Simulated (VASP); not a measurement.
# YAl2N3 (I4/mmm) in VASP: notebook, part 2 of 2

VASP 6.6.1. The steps go on from the part before.

### Step 4. Single point, PBE, collinear spin, ferromagnetic start

This run uses another cell than the first one, of 16.63 Å³/atom, 1.110 times its volume.

The input, INCAR:

```
SYSTEM = YAl2N3
PREC = Accurate ; ENCUT = 520
EDIFF = 1E-6 ; ISMEAR = 0
SIGMA = 0.1 ; LREAL = .False.
LASPH = .True. ; NELM = 150
ALGO = Normal ; ISIF = 2
LWAVE = .False. ; LCHARG = .True.
ISPIN = 2 ; MAGMOM = 0 0 0 1 1 1
LORBIT = 11 ; LMAXMIX = 4
GGA = PE ; LELF = .True.
LVHAR = .True. ; NBANDS = 29
```

The input, KPOINTS:

```
regular mesh
0
Gamma
  4 4 4
  0 0 0
```

The input, POSCAR:

```
YAl2N3
1.0
   -2.6917111737      2.6917111737      3.4432508278
    2.6917111737     -2.6917111737      3.4432508278
    2.6917111737      2.6917111737     -3.4432508278
Y Al N
1 2 3
Direct
    0.5000000000      0.5000000000      0.0000000000
    0.5000000000      0.0000000000      0.5000000000
    0.0000000000      0.5000000000      0.5000000000
    0.7500000000      0.2500000000      0.5000000000
    0.2500000000      0.7500000000      0.5000000000
    0.0000000000      0.0000000000      0.0000000000
```

Potentials or basis: VASP PAW PBE potentials, release 64 (Y_sv, Al, N).

Started as:

```console
cat potpaw_PBE.64/Y_sv/POTCAR potpaw_PBE.64/Al/POTCAR potpaw_PBE.64/N/POTCAR > POTCAR
mpirun -np 1 vasp_std > vasp.out
```

OUTCAR:

```text
SYSTEM = YAl2N3
   PREC = Accurate
   ENCUT = 520
   EDIFF = 1E-6
   ISMEAR = 0
   LREAL = .False.
   LASPH = .True.
   NELM = 150
   ISIF = 2
   ISPIN = 2
   LORBIT = 11
   GGA = PE

 ion  position               nearest neighbor table
   1  0.500  0.500  0.000-   2 2.69   3 2.69   2 2.69   3 2.69
   2  0.500  0.000  0.500-   4 1.72   5 1.72   1 2.69   1 2.69
[... 1041 lines left out ...]
 -----------------------------------------------------------------------------------
      0.00000      0.00000      3.44325         0.000000     -0.000000     -0.000000
      0.00000      2.69171      0.00000         0.000000     -0.000000     -0.000000
      2.69171      0.00000      0.00000         0.000000     -0.000000     -0.000000
      0.00000      2.69171      1.72163        -0.000000     -0.000000      0.000000
      2.69171      0.00000      1.72163         0.000000      0.000000      0.000000
      0.00000      0.00000      0.00000         0.000000     -0.000000     -0.000000
 -----------------------------------------------------------------------------------
    total drift:                               -0.000000     -0.000000      0.000000

  FREE ENERGIE OF THE ION-ELECTRON SYSTEM (eV)
  ---------------------------------------------------
  free  energy   TOTEN  =       -33.6966318253 eV

  energy  without entropy=      -33.6869624389  energy(sigma->0) =      -33.69179713

 total charge

# of ion       s       p       d       f       tot
--------------------------------------------------
    1        2.204   6.173   1.018   0.025   9.420
    2        0.414   0.480   0.000   0.000   0.894
    3        0.414   0.480   0.000   0.000   0.894
    4        1.283   2.435   0.000   0.000   3.718
    5        1.283   2.435   0.000   0.000   3.718
    6        1.319   2.046   0.000   0.000   3.365
--------------------------------------------------
tot          6.917  14.049   1.018   0.025  22.009

 magnetization (x)

# of ion       s       p       d       f       tot
--------------------------------------------------
    1       -0.022  -0.027  -0.233  -0.001  -0.282
    2       -0.008  -0.018   0.000   0.000  -0.027
    3       -0.008  -0.018   0.000   0.000  -0.027
    4       -0.005   0.030   0.000   0.000   0.025
    5       -0.005   0.030   0.000   0.000   0.025
    6        0.010   0.477   0.000   0.000   0.487
--------------------------------------------------
tot         -0.038   0.473  -0.233  -0.001   0.201
```

stdout:

```text
POSCAR found type information on POSCAR Y AlN
 POSCAR found :  3 types and       6 ions
 scaLAPACK will be used
 LDA part: xc-table for (Slater+PW92), standard interpolation
 POSCAR, INCAR and KPOINTS ok, starting setup
 FFT: planning ... GRIDC
 FFT: planning ... GRID_SOFT
 FFT: planning ... GRID
 WAVECAR not read
 entering main loop
```

Run time: 97 s. Hardware: 1 thread of Intel Xeon Platinum 8375C at 2.90GHz (Ice Lake), shared host; peak memory 0.32 GiB.

What came out:

* Free energy: -33.6966 eV
* Pressure: 0.8 GPa
* Net moment: 0.27 μB per cell
* Site moments: Y -0.28; Al -0.03; N +0.03, +0.49 μB
* Valence electrons inside the program's atomic spheres: Y 9.42; Al 0.89; N 3.72, 3.37

Levels at points of the mesh, in eV from the Fermi level:
Spin up:
```tsv
k point	band 12	band 13	band 14	band 15	band 16	band 17	band 18	band 19	band 20	band 21
(0.00, 0.00, 0.00)	-2.79	-2.79	-1.53	-1.40	-1.40	-1.21	0.48	1.07	2.22	3.22
(0.50, 0.00, 0.00)	-2.67	-2.47	-1.51	-1.16	-0.90	0.71	1.16	1.66	2.46	2.52
(0.50, 0.50, 0.00)	-2.87	-2.09	-1.66	-1.09	-0.54	-0.42	0.90	1.54	1.85	2.55
(0.50, 0.50, 0.50)	-2.00	-2.00	-1.39	-0.67	-0.45	-0.45	0.92	1.04	2.73	2.73
```
Spin down:
| k point | band 14 | band 15 | band 16 | band 17 | band 18 | band 19 |
| --- | --- | --- | --- | --- | --- | --- |
| (0.00, 0.00, 0.00) | -1.82 | -1.23 | -1.23 | 0.18 | 0.26 | 0.75 |
| (0.50, 0.00, 0.00) | -1.12 | -0.68 | -0.48 | 0.71 | 1.32 | 1.61 |
| (0.50, 0.50, 0.00) | -1.60 | -0.69 | -0.64 | 0.66 | 0.81 | 1.29 |
| (0.50, 0.50, 0.50) | -1.02 | -0.04 | -0.04 | -0.01 | 0.63 | 0.73 |

Caveat: the k points lie up to 0.41 Å⁻¹ apart.

### Step 5. Relaxation of cell and atoms, PBE

The input, INCAR:

```
SYSTEM = YAl2N3
ALGO = Normal
EDIFF = 1E-6
EDIFFG = -0.04
ENCUT = 600
GGA = PE
IBRION = 2
ISIF = 3
ISMEAR = 0
LASPH = .True.
LCHARG = .False.
LREAL = .False.
LWAVE = .False.
NELM = 60
NSW = 90
PREC = Accurate
SIGMA = 0.1
```

The input, KPOINTS:

```
k-points
0
Gamma
  6 6 6
  0 0 0
```

POSCAR: that of step 4 with these lines changed.

```diff
@@ -2,5 +2,5 @@
 1.0
-   -2.6917111737      2.6917111737      3.4432508278
-    2.6917111737     -2.6917111737      3.4432508278
-    2.6917111737      2.6917111737     -3.4432508278
+   -2.5891360200      2.5891360200      3.3540099300
+    2.5891360200     -2.5891360200      3.3540099300
+    2.5891360200      2.5891360200     -3.3540099300
 Y Al N
```

Started as:

```console
cat potpaw_PBE.64/Y_sv/POTCAR potpaw_PBE.64/Al/POTCAR potpaw_PBE.64/N/POTCAR > POTCAR
mpirun -np 1 vasp_std > vasp.out
```

Run time: 2.9 min. Hardware: 1 thread of Intel Xeon 6975P-C (Granite Rapids), shared host; peak memory 0.3 GiB.

It converged, with:

* Free energy: -33.6525 eV
* Relaxed volume: 16.66 Å³/atom
* Relaxed cell: a = 5.135 Å, b = 5.135 Å, c = 5.135 Å, α = 116.73°, β = 116.73°, γ = 95.76°
* Space group after relaxing (to 0.05 Å): I4/mmm (No. 139)
* Energy gained by relaxing: 40.3 meV/atom
* Ionic steps: 6
* Pressure after relaxing: -0.1 GPa
* Band gap on the k mesh: zero (band 16 reaches 3.62 eV, above the bottom of band 17 at 3.10 eV)

Stress tensor (GPa, compression positive):
```
-0.11  0.00  0.00
 0.00 -0.11  0.00
 0.00  0.00  0.02
```

Step by step:
```tsv
step	energy change (eV)	largest force (eV/Å)	pressure (GPa)	volume (Å³)
1	0.0000	0.0000	9.49	89.94
2	0.0919	0.0000	-5.88	101.91
3	-0.1821	0.0000	1.35	95.01
4	-0.1822	0.0000	1.55	94.86
5	-0.2323	0.0000	0.54	97.75
6	-0.2416	0.0000	-0.07	99.93
```

Final structure:
```
Y Al N
1.0
    -2.69329    2.69329    3.44418
     2.69329   -2.69329    3.44418
     2.69329    2.69329   -3.44418
Y Al N
1 2 3
Direct
  0.50000 0.50000 0.00000
  0.50000 0.00000 0.50000
  0.00000 0.50000 0.50000
  0.75000 0.25000 0.50000
  0.25000 0.75000 0.50000
  0.00000 0.00000 0.00000
```

Levels at points of the mesh, in eV from the Fermi level:
```csv
k point,band 13,band 14,band 15,band 16,band 17,band 18,band 19,band 20
"(0.00, 0.00, 0.00)",-2.60,-1.60,-1.19,-1.19,-0.25,0.41,0.96,2.28
"(0.50, 0.00, 0.00)",-2.36,-1.11,-0.65,-0.63,0.78,1.29,1.72,2.51
"(0.50, 0.50, 0.00)",-1.80,-1.55,-0.70,-0.48,0.32,0.84,1.50,1.88
"(0.50, 0.50, 0.50)",-1.90,-0.79,-0.47,-0.10,-0.10,0.84,0.95,2.76
```

### Step 6. Single point, PBE, collinear spin, ferromagnetic start

The input, INCAR:

```
SYSTEM = YAl2N3
PREC = Accurate
ENCUT = 520
EDIFF = 1E-7
ISMEAR = 0
SIGMA = 0.1
LREAL = .False.
LASPH = .True.
NELM = 150
ALGO = Normal
ISIF = 2
LWAVE = .False.
LCHARG = .False.
ISPIN = 2
MAGMOM = 0 0 0 1 1 1
LORBIT = 11
LMAXMIX = 4
GGA = PE
NBANDS = 29
```

The input, KPOINTS:

```
regular mesh
0
Gamma
  6 6 6
  0 0 0
```

POSCAR is that of step 5.

Potentials or basis: VASP PAW PBE potentials, release 64 (Y_sv, Al, N).

Started as:

```console
cat potpaw_PBE.64/Y_sv/POTCAR potpaw_PBE.64/Al/POTCAR potpaw_PBE.64/N/POTCAR > POTCAR
mpirun -np 1 vasp_std > vasp.out
```

It took 3.4 min on 1 thread of Intel Xeon 6975P-C (Granite Rapids), shared host; peak memory 0.37 GiB.

It converged, with:

```yaml
Free_energy: -33.4200 eV
Pressure: 9.9 GPa
Net_moment: 0.19 μB per cell
Site_moments: Y -0.20; Al -0.02; N +0.02, +0.32 μB
Valence_electrons_inside_the_program's_atomic_spheres: Y 9.58; Al 0.96; N 3.77, 3.39
```

Stress tensor (GPa, compression positive):
```
 5.83  0.00  0.00
 0.00  5.83  0.00
 0.00  0.00 18.13
```

Levels at points of the mesh, in eV from the Fermi level:
Spin up:
| k point | band 12 | band 13 | band 14 | band 15 | band 16 | band 17 | band 18 | band 19 | band 20 | band 21 |
| --- | --- | --- | --- | --- | --- | --- | --- | --- | --- | --- |
| (0.00, 0.00, 0.00) | -3.03 | -3.03 | -1.46 | -1.46 | -1.36 | -0.96 | 0.20 | 1.03 | 2.41 | 3.52 |
| (0.50, 0.00, 0.00) | -2.87 | -2.67 | -1.55 | -1.09 | -1.04 | 0.78 | 1.33 | 1.72 | 2.63 | 3.00 |
| (0.50, 0.50, 0.00) | -3.13 | -2.18 | -1.82 | -1.13 | -0.52 | -0.26 | 0.89 | 1.49 | 1.94 | 2.71 |
| (0.50, 0.50, 0.50) | -2.23 | -2.23 | -1.16 | -0.71 | -0.40 | -0.40 | 0.83 | 1.01 | 2.88 | 2.88 |
Spin down:
```csv
k point,band 13,band 14,band 15,band 16,band 17,band 18,band 19,band 20
"(0.00, 0.00, 0.00)",-2.93,-1.55,-1.35,-1.35,-0.02,-0.01,0.83,2.32
"(0.50, 0.00, 0.00)",-2.63,-1.31,-0.92,-0.66,0.79,1.44,1.69,2.56
"(0.50, 0.50, 0.00)",-2.00,-1.78,-0.85,-0.70,0.63,0.74,1.31,1.86
"(0.50, 0.50, 0.50)",-2.20,-0.93,-0.27,-0.14,-0.14,0.60,0.82,2.80
```

### Step 7. Summary

| task | spin | cell | k mesh | cutoff (eV) | gap on the mesh (eV) | pressure (GPa) | moment (μB) |
| --- | --- | --- | --- | --- | --- | --- | --- |
| single point | off | a = 4.966 Å, angles 117.1, 117.1, 95.0°, 6 atoms | 6 × 6 × 6 | 520 | none | 9.6 | - |
| single point | off | a = 5.133 Å, angles 116.7, 116.7, 95.7°, 6 atoms | 6 × 6 × 6 | 520 | none | 0.0 | - |
| single point | collinear, ferromagnetic start | a = 5.133 Å, angles 116.7, 116.7, 95.7°, 6 atoms | 4 × 4 × 4 | 520 | none | 0.8 | 0.27 |
| relaxation of cell and atoms | off | relaxed from a = 4.966 Å, angles 117.1, 117.1, 95.0°, 6 atoms | 6 × 6 × 6 | 600 | none | -0.1 | - |
| single point | collinear, ferromagnetic start | a = 4.966 Å, angles 117.1, 117.1, 95.0°, 6 atoms | 6 × 6 × 6 | 520 | none | 9.9 | 0.19 |

Alike in all rows: level PBE; potentials or basis VASP PAW PBE potentials, release 64 (Y_sv, Al, N); smearing gaussian 0.1 eV.

Caveats: some runs use coarse meshes.

Total energies depend on the potentials used, so only differences within one code and one set of settings carry meaning.
